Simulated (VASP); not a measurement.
Runs of VASP 6.6.1 on La. The structure is that of space group Im-3m (No. 229), or close to it. The cells are those of the table. 

| task | level | potentials or basis | cell | cutoff (eV) | gap on the mesh (eV) | pressure (GPa) | relaxed volume (Å³/atom) |
| --- | --- | --- | --- | --- | --- | --- | --- |
| single point | LDA | VASP PAW LDA potentials, release 64 (La) | a = 3.496 Å, angles 109.5°, 1 atom | 520 | none | -0.1 | - |
| relaxation of cell and atoms | LDA | VASP PAW LDA potentials, release 64 (La) | relaxed from a = 3.679 Å, angles 109.5°, 1 atom | 600 | none | 0.0 | (b) |
| single point | PBEsol | VASP PAW PBE potentials, release 64 (La) | a = 3.555 Å, angles 109.5°, 1 atom | 520 | none | (a) | - |
| relaxation of cell and atoms | BLYP+D3(BJ) | VASP PAW PBE potentials, release 64 (La) | relaxed from a = 3.679 Å, angles 109.5°, 1 atom | 600 | none | 0.0 | 33.85 |
| relaxation of cell and atoms | PBEsol | VASP PAW PBE potentials, release 64 (La) | relaxed from a = 3.679 Å, angles 109.5°, 1 atom | 600 | none | 0.0 | 34.68 |
| single point | BLYP+D3(BJ) | VASP PAW PBE potentials, release 64 (La) | a = 3.532 Å, angles 109.5°, 1 atom | 520 | none | 0.0 | - |

Alike in all rows: no spin polarisation; k mesh 11 × 11 × 11; smearing methfessel-paxton 0.05 eV.

Task: Fill in the values left out.

Result: (a) 0.1; (b) 32.84.

Caveats: spin-orbit coupling is left out, which moves the levels of the heavy elements; the PAW data sets were made with another functional, which shifts forces and pressure a little (some runs); pairwise dispersion overbinds metals, which lowers pressure and volume (some runs).

A k mesh can miss the band edges, and the runs leave out spin-orbit coupling on La.

A gap of «none» marks levels without a gap at the run's occupations.
